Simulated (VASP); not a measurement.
Runs of VASP 6.6.1 on Pd. The structure is that of space group I4/mmm (No. 139), or close to it. The cells are those of the table. 

| cell | gap on the mesh (eV) | pressure (GPa) |
| --- | --- | --- |
| a = 2.754, b = 2.754, c = 2.613 Å, angles 61.7, 61.7, 56.6°, 1 atom | none | 21.1 |
| a = 2.683, b = 2.683, c = 2.751 Å, angles 59.2, 59.2, 61.7°, 1 atom | none | (a) |
| a = 2.820, b = 2.820, c = 2.888 Å, angles 59.2, 59.2, 61.6°, 1 atom | none | -8.2 |
| a = 2.754, b = 2.754, c = 2.888 Å, angles 58.4, 58.4, 63.2°, 1 atom | none | -0.8 |
| a = 2.718, b = 2.718, c = 2.819 Å, angles 58.8, 58.8, 62.5°, 1 atom | none | 8.0 |
| a = 2.751, b = 2.751, c = 2.819 Å, angles 59.2, 59.2, 61.6°, 1 atom | none | 2.9 |
| a = 2.787, b = 2.787, c = 2.888 Å, angles 58.8, 58.8, 62.4°, 1 atom | none | (b) |

Alike in all rows: task single point; level PBE; potentials or basis VASP PAW PBE potentials, release 64 (Pd); no spin polarisation; k mesh 20 × 20 × 20; cutoff (eV) 520; smearing gaussian 0.15 eV.

Question: Fill in the values left out.

Answer: (a) 19.6; (b) -4.9.

A k mesh can miss the band edges, and the runs leave out spin-orbit coupling on Pd.

A gap of «none» marks levels without a gap at the run's occupations.
